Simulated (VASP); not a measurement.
Co:

```xyz
4
Lattice="2.4706 0.0000 0.0000 -1.2353 2.1396 0.0000 0.0000 0.0000 8.0882" Properties=species:S:1:pos:R:3 pbc="T T T"
Co    1.2353    0.7132    6.0662
Co    0.0000    0.0000    4.0441
Co    0.0000    1.4264    2.0221
Co    0.0000    0.0000    0.0000
```

Base run:

```yaml
Program: VASP 6.6.1
Functional: revPBE
Potentials_or_basis: VASP PAW PBE potentials, release 64 (Co)
Cutoff: 520 eV
k_mesh: 12 × 12 × 4
Occupations: fermi-dirac, width 0.05 eV
Spin: collinear spin, ferromagnetic start
Starting_moments: "[2.0, 2.0, 2.0, 2.0] μB"
```

Its results: pressure 8.2 GPa; net moment 6.61 μB per cell; site moments Co +1.68, +1.66 (each value once) μB.

Question: The run is repeated on the same cell with these changes: functional from revPBE to LDA; potentials or basis from VASP PAW PBE potentials, release 64 (Co) to VASP PAW LDA potentials, release 64 (Co). What comes out?

Answer: Pressure -15.8 GPa; net moment 6.18 μB per cell; site moments Co +1.55, +1.54 (each value once) μB.

Caveats: the cell stands under pressure (at least some runs); the PAW data sets were made with another functional, which shifts forces and pressure a little (at least some runs); the cell stands under tension (at least some runs).
